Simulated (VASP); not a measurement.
The system is GaN.

```xyz
2
Lattice="0.0000 2.2230 2.2230 2.2230 0.0000 2.2230 2.2230 2.2230 0.0000" Properties=species:S:1:pos:R:3 pbc="T T T"
Ga    0.0000    0.0000    0.0000
N     1.1115    1.1115    1.1115
```

Base run:

```yaml
Program: VASP 6.6.1
Functional: BLYP
Dispersion: D3(BJ)
Potentials_or_basis: VASP PAW PBE potentials, release 64 (Ga_d, N)
Cutoff: 520 eV
k_mesh: 10 × 10 × 10
Occupations: fermi-dirac, width 0.05 eV
Spin: no spin polarisation
```

Its results: band gap on the k mesh 2.08 eV, direct; pressure 12.4 GPa.

Question: After a change of settings the same cell gave: band gap on the k mesh 2.08 eV, direct; pressure 8.7 GPa. Which change was it?
A. functional from BLYP to RPBE; dispersion from D3(BJ) to none
B. dispersion from D3(BJ) to D4
C. functional from BLYP to PBEsol; further incar settings from ALGO = Normal; EDIFF = 1e-06; NBANDS = 16 to ALGO = Normal; EDIFF = 1e-07; NBANDS = 16
D. functional from BLYP to PBE; dispersion from D3(BJ) to none

Answer: B.

Caveats: the PAW data sets were made with another functional, which shifts forces and pressure a little.
